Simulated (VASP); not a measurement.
# BeSe (F-43m) in VASP: G0W0 quasiparticle levels with PBE

Aim: the G0W0 quasiparticle levels of BeSe with PBE.

All numbers are computed with VASP 6.6.1; they aren't measurements. Logs are shortened: lines on timing, memory, paths and dates and some standing lists are left out, and cuts for length are marked.

**1. The cell of the first run**

The structure is cubic, space group F-43m (No. 216). Conventional cell: a = 5.162 Å, b = 5.162 Å, c = 5.162 Å, α = 90.00°, β = 90.00°, γ = 90.00°. Be (site symmetry -43m) has 4 Se at 2.24 Å within 3.0 Å. Within 3.0 Å of Se (site symmetry -43m) lie 4 Be at 2.24 Å.

**2. G0W0 quasiparticle levels, PBE**

POSCAR reads:

```
BeSe
1.0
    0.0000000000      2.5810355892      2.5810355892
    2.5810355892      0.0000000000      2.5810355892
    2.5810355892      2.5810355892      0.0000000000
Be Se
1 1
Direct
    0.0000000000      0.0000000000      0.0000000000
    0.2500000000      0.2500000000      0.2500000000
```

INCAR.step1 reads:

```
SYSTEM = BeSe
ALGO = Normal
EDIFF = 1E-8
ENCUT = 500
GGA = PE
ISMEAR = 0
LASPH = .TRUE.
LCHARG = .FALSE.
LREAL = .FALSE.
LWAVE = .TRUE.
NELM = 60
PREC = Accurate
SIGMA = 0.01
```

INCAR.step2 reads:

```
SYSTEM = BeSe
ALGO = Exact
EDIFF = 1E-8
ENCUT = 500
GGA = PE
ISMEAR = 0
ISTART = 1
LASPH = .TRUE.
LCHARG = .FALSE.
LOPTICS = .TRUE.
LREAL = .FALSE.
LWAVE = .TRUE.
NBANDS = 59
NELM = 1
PREC = Accurate
SIGMA = 0.01
```

INCAR.step3 reads:

```
SYSTEM = BeSe
ALGO = EVGW0
EDIFF = 1E-8
ENCUT = 500
ENCUTGW = 80.0
GGA = PE
ISMEAR = 0
ISTART = 1
LASPH = .TRUE.
LCHARG = .FALSE.
LREAL = .FALSE.
LWAVE = .FALSE.
NBANDS = 59
NBANDSGW = 12
NELMGW = 1
NOMEGA = 48
PREC = Accurate
PRECFOCK = Fast
SIGMA = 0.01
```

KPOINTS reads:

```
k-points
0
G
  6 6 6
  0 0 0
```

Potentials or basis: VASP PAW PBE potentials, release 64 (Be_GW, Se_GW).

Started as:

```
> cat potpaw_PBE.64/Be_GW/POTCAR potpaw_PBE.64/Se_GW/POTCAR > POTCAR
> cp INCAR.step1 INCAR
> mpirun -np 1 vasp_std > vasp.out
> cp INCAR.step2 INCAR
> mpirun -np 1 vasp_std > vasp.out
> cp INCAR.step3 INCAR
> mpirun -np 1 vasp_std > vasp.out
```

OUTCAR:

```text
SYSTEM = BeSe
   EDIFF = 1E-8
   ENCUT = 500
   ENCUTGW = 80.0
   GGA = PE
   ISMEAR = 0
   ISTART = 1
   LASPH = .TRUE.
   LREAL = .FALSE.
   NELMGW = 1
   PREC = Accurate
   PRECFOCK = Fast

 ion  position               nearest neighbor table
   1  0.000  0.000  0.000-   2 2.24   2 2.24   2 2.24   2 2.24
   2  0.250  0.250  0.250-   1 2.24   1 2.24   1 2.24   1 2.24

  LATTYP: Found a face centered cubic cell.
 ALAT       =     5.1620711784

  Lattice vectors:

 A1 = (   0.0000000000,   2.5810355892,   2.5810355892)
 A2 = (   2.5810355892,   0.0000000000,   2.5810355892)
 A3 = (   2.5810355892,   2.5810355892,   0.0000000000)

Analysis of symmetry for initial positions (statically):
=====================================================================
 Subroutine PRICEL returns:
 Original cell was already a primitive cell.

 Routine SETGRP: Setting up the symmetry group for a
 face centered cubic supercell.

 Subroutine GETGRP returns: Found 24 space group operations
 (whereof 24 operations were pure point group operations)
 out of a pool of 48 trial point group operations.

The static configuration has the point symmetry T_d .

Analysis of symmetry for dynamics (positions and initial velocities):
=====================================================================
 Subroutine PRICEL returns:
 Original cell was already a primitive cell.

 Routine SETGRP: Setting up the symmetry group for a
 face centered cubic supercell.

 Subroutine GETGRP returns: Found 24 space group operations
 (whereof 24 operations were pure point group operations)
 out of a pool of 48 trial point group operations.

The dynamic configuration has the point symmetry T_d .

 Subroutine INISYM returns: Found 24 space group operations
 (whereof 24 operations are pure point group operations),
 and found     1 'primitive' translations

----------------------------------------------------------------------------------------

                                     Primitive cell

  volume of cell :      34.3884

  direct lattice vectors                    reciprocal lattice vectors
     0.000000000  2.581035589  2.581035589    -0.193720692  0.193720692  0.193720692
     2.581035589  0.000000000  2.581035589     0.193720692 -0.193720692  0.193720692
     2.581035589  2.581035589  0.000000000     0.193720692  0.193720692 -0.193720692

  length of vectors
     3.650135535  3.650135535  3.650135535     0.335534081  0.335534081  0.335534081

  position of ions in fractional coordinates (direct lattice)
     0.000000000  0.000000000  0.000000000
     0.250000000  0.250000000  0.250000000

  ion indices of the primitive-cell ions
   primitive index   ion index
                 1           1
                 2           2

----------------------------------------------------------------------------------------

 KPOINTS: k-points

Automatic generation of k-mesh.
 Grid dimensions read from file:
 generate k-points for:    6    6    6

 Generating k-lattice:

  Cartesian coordinates                     Fractional coordinates (reciprocal lattice)
    -0.032286782  0.032286782  0.032286782     0.166666667  0.000000000  0.000000000
     0.032286782 -0.032286782  0.032286782     0.000000000  0.166666667  0.000000000
     0.032286782  0.032286782 -0.032286782     0.000000000  0.000000000  0.166666667

  Length of vectors
     0.055922347  0.055922347  0.055922347

  Shift w.r.t. Gamma in fractional coordinates (k-lattice)
     0.000000000  0.000000000  0.000000000

 Subroutine IBZKPT returns following result:
 ===========================================

 Found     16 irreducible k-points:

 Following reciprocal coordinates:
            Coordinates               Weight
  0.000000  0.000000  0.000000      1.000000
  0.166667  0.000000  0.000000      8.000000
  0.333333  0.000000  0.000000      8.000000
  0.500000  0.000000  0.000000      4.000000
  0.166667  0.166667  0.000000      6.000000
  0.333333  0.166667  0.000000     24.000000
[... 8 lines left out ...]
 -0.333333  0.333333  0.166667     24.000000
 -0.333333  0.500000  0.166667     12.000000
   k-points           NKPTS =     16   k-points in BZ     NKDIM =    216   number of bands    NBANDS=     59
   number of dos      NEDOS =    301   number of ions     NIONS =      2
   total plane-waves  NPLWV =  21952
   dimension x,y,z NGX =    28 NGY =   28 NGZ =   28
   dimension x,y,z NGXF=    56 NGYF=   56 NGZF=   56
   ions per type =               1   1
   NGX,Y,Z   is equivalent  to a cutoff of  12.75, 12.75, 12.75 a.u.
   NGXF,Y,Z  is equivalent  to a cutoff of  25.51, 25.51, 25.51 a.u.
 SYSTEM =  BeSe
   PREC   = accura    normal or accurate (medium, high low for compatibility)
   ISTART =      1    job   : 0-new  1-cont  2-samecut
   ICHARG =      0    charge: 1-file 2-atom 10-const
   ISPIN  =      1    spin polarized calculation?
   LNONCOLLINEAR =      F non collinear calculations
   LSORBIT =      F    spin-orbit coupling
   LASPH  =      T    aspherical Exc in radial PAW
   ENCUT  =  500.0 eV  36.75 Ry    6.06 a.u.   6.66  6.66  6.66*2*pi/ulx,y,z
   NELM   =     60;   NELMIN=  2; NELMDL=  0     # of ELM steps
   EDIFF  = 0.1E-07   stopping-criterion for ELM
   LREAL  =      F    real-space projection
   EDIFFG = 0.1E-06   stopping-criterion for IOM
   NSW    =      0    number of steps for IOM
   IBRION =     -1    ionic relax: 0-MD 1-quasi-New 2-CG
   NFREE  =      0    steps in history (QN), initial steepest desc. (CG)
   ISIF   =      0    stress and relaxation
   ISYM   =      3    0-nonsym 1-usesym 2-fastsym
   POTIM  = 0.5000    time-step for ionic-motion
   TEBEG  =    0.0;   TEEND  =   0.0 temperature during run
   PSTRESS=    0.0 pullay stress
   NELECT =       8.0000    total number of electrons
   NUPDOWN=      -1.0000    fix difference up-down
   EMIN   =  10.00;   EMAX   =-10.00  energy-range for DOS
   EFERMI =   0.00;   METHOD = LEGACY
   ISMEAR =     0;   SIGMA  =   0.01  broadening in eV -4-tet -1-fermi 0-gaus
   EFERMI_NEDOS =   21; number of points for ismear=-14 and -15
   IALGO  =     38    algorithm
   IMIX   =      4    mixing-type and parameters
     AMIX     =   0.40;   BMIX     =  1.00
     AMIX_MAG =   1.60;   BMIX_MAG =  1.00
  volume/ion in A,a.u.               =      17.19       116.03
  Fermi-wavevector in a.u.,A,eV,Ry     =   1.006856  1.902683 13.793037  1.013760
  Thomas-Fermi vector in A             =   2.139625
   LORBIT       =      0    0 simple, 1 ext, 2 COOP (PROOUT), +10 PAW based schemes
   GGA     = PE    functional components
   LHFCALC =     T    Hartree Fock is set to
   PRECFOCK=fast      Normal, Fast or Accurate (Low or Medium for compatibility)
   ENCUT4O =  -1.0   cutoff for four orbital integrals eV
   NKREDX  =     1    reduce k-point grid by
   NKREDY  =     1    reduce k-point grid by
   NKREDZ  =     1    reduce k-point grid by
   AEXX    =    1.0000 exact exchange contribution
   HFSCREEN=    0.0000 screening length (either q_TF or 0.3 A-1)
   HFSCREENC=   0.0000 screening length for correlation (either q_TF or 0.3 A-1)
   ENCUTFOCK=  -1.0 apply spherical cutoff to Coloumb kernel
   IVDW    =     0    specifies the selected vdW correction
   LEPSILON=     F    determine dielectric tensor
   LRPA    =     F    only Hartree local field effects (RPA)
   LRPAFORCE           =     F    calculate RPA forces
   ENCUTGW             =  80.0    cutoff for response function in eV
   ENCUTGWSOFT         =  64.0    soft cutoff for Coulomb kernel in GW response function in eV
   ENCUTLF             =  -1.0    cutoff for local field effects
   NELMGW              =     1    number of iterations in solving QP/BSE equation
   NELMHF              =     1    number of iterations in the inner HF iteration
   NKREDLFX            =     1    NKREDLFY  =   1   NKREDLFZ  =   1
 non-spin polarized calculation
 Gauss-broadening in eV      SIGMA  =   0.01
  energy-cutoff  :      500.00
  volume of cell :       34.39
 maximum number of plane-waves:       893
 NGX is ok and might be reduce to    28
  NGX = 16; NGY = 16; NGZ = 16
   NGX = 13   NGY = 13   NGZ = 13
 maximum number of plane-waves:        64
 NGX is ok and might be reduce to    14

 QP shifts <psi_nk| G(iteration)W_0 |psi_nk>: iteration 1
 for sc-GW calculations column KS-energies equals QP-energies in previous step
 and V_xc(KS)=  KS-energies - (<T + V_ion + V_H > + <T+V_H+V_ion>^1  + <V_x>^1)

 k-point   1 :       0.0000    0.0000    0.0000
  band No.  KS-energies  QP-energies   sigma(KS)   V_xc(KS)     V^pw_x(r,r')   Z            occupation Imag(sigma)

      1     -10.8082     -11.5651     -13.2260     -12.1917     -20.0755       0.7318       2.0000       1.3689
      2       2.9273       2.3318     -13.2557     -12.5059     -14.8876       0.7942       2.0000       0.0614
      3       2.9273       2.3318     -13.2557     -12.5059     -14.8876       0.7942       2.0000       0.0614
      4       2.9273       2.3318     -13.2557     -12.5059     -14.8876       0.7942       2.0000       0.0614
      5       7.1933       7.8736      -9.1415      -9.9937      -5.1995       0.7982       0.0000      -0.0849
      6       7.9360       8.5744      -9.0016      -9.8113      -4.9293       0.7884       0.0000      -0.0887
      7       7.9360       8.5744      -9.0016      -9.8113      -4.9293       0.7884       0.0000      -0.0887
      8       7.9360       8.5744      -9.0016      -9.8113      -4.9293       0.7884       0.0000      -0.0887
      9      14.8913      15.0372      -8.0943      -8.2887      -2.3980       0.7505       0.0000      -0.3253
     10      15.4158      15.9728      -9.2760      -9.9929      -4.2611       0.7770       0.0000      -0.2767
     11      15.4158      15.9728      -9.2760      -9.9929      -4.2611       0.7770       0.0000      -0.2767
     12      17.4516      17.6344      -7.8512      -8.0880      -2.1476       0.7723       0.0000      -0.4500

 k-point   2 :       0.1667    0.0000    0.0000
  band No.  KS-energies  QP-energies   sigma(KS)   V_xc(KS)     V^pw_x(r,r')   Z            occupation Imag(sigma)
[... 225 lines left out ...]
      1      -9.0132      -9.4963     -13.7552     -13.0933     -20.1018       0.7298       2.0000       1.0422
      2      -1.7127      -2.6958     -12.2609     -10.9328     -15.3681       0.7402       2.0000       0.1469
      3      -0.4503      -1.3341     -12.2484     -11.0890     -14.7612       0.7623       2.0000       0.1056
      4      -0.1839      -1.0298     -12.0568     -10.9546     -14.3842       0.7674       2.0000       0.0967
      5       7.5286       7.9543      -8.6786      -9.2114      -4.7523       0.7989       0.0000      -0.0873
      6       8.8510       9.3406      -8.9307      -9.5507      -4.7594       0.7897       0.0000      -0.0975
      7      11.7888      12.4588      -9.1755     -10.0607      -4.0724       0.7569       0.0000      -0.1771
      8      12.4952      13.1915      -9.5532     -10.4830      -4.3913       0.7489       0.0000      -0.1914
      9      16.2785      16.9016      -9.8905     -10.7290      -3.9674       0.7431       0.0000      -0.4835
     10      16.5043      17.2203      -9.3761     -10.3269      -3.5334       0.7531       0.0000      -0.4424
     11      18.8568      19.5164      -9.2564     -10.1173      -3.3259       0.7661       0.0000      -0.5918
     12      19.7348      20.2172      -9.0900      -9.7026      -3.1145       0.7874       0.0000      -0.8162
```

It took 5.5 min on 1 thread of Intel Xeon 8259CL, shared host; peak memory 0.44 GiB.

Results:

| Quantity | Value |
| --- | --- |
| Band gap on the k mesh, mean-field level | 2.64 eV, indirect (least direct gap 4.27 eV) |
| Quasiparticle gap | 3.55 eV |
| Least direct quasiparticle gap | 5.54 eV |

Levels at points of the mesh, in eV from the valence-band top:
| k point | band 1 | band 2 | band 3 | band 4 | band 5 | band 6 | band 7 | band 8 |
| --- | --- | --- | --- | --- | --- | --- | --- | --- |
| (0.00, 0.00, 0.00) | -13.74 | 0.00 | 0.00 | 0.00 | 4.27 | 5.01 | 5.01 | 5.01 |
| (0.50, 0.00, 0.00) | -12.42 | -5.64 | -1.06 | -1.06 | 4.28 | 5.97 | 5.97 | 9.98 |
| (0.50, 0.50, 0.00) | -11.97 | -5.03 | -2.62 | -2.62 | 2.64 | 4.21 | 11.62 | 11.62 |

Caveat: bands, screening cutoff and mesh are small and nothing is extrapolated, so the quasiparticle values aren't converged. A k mesh can miss the band edges.
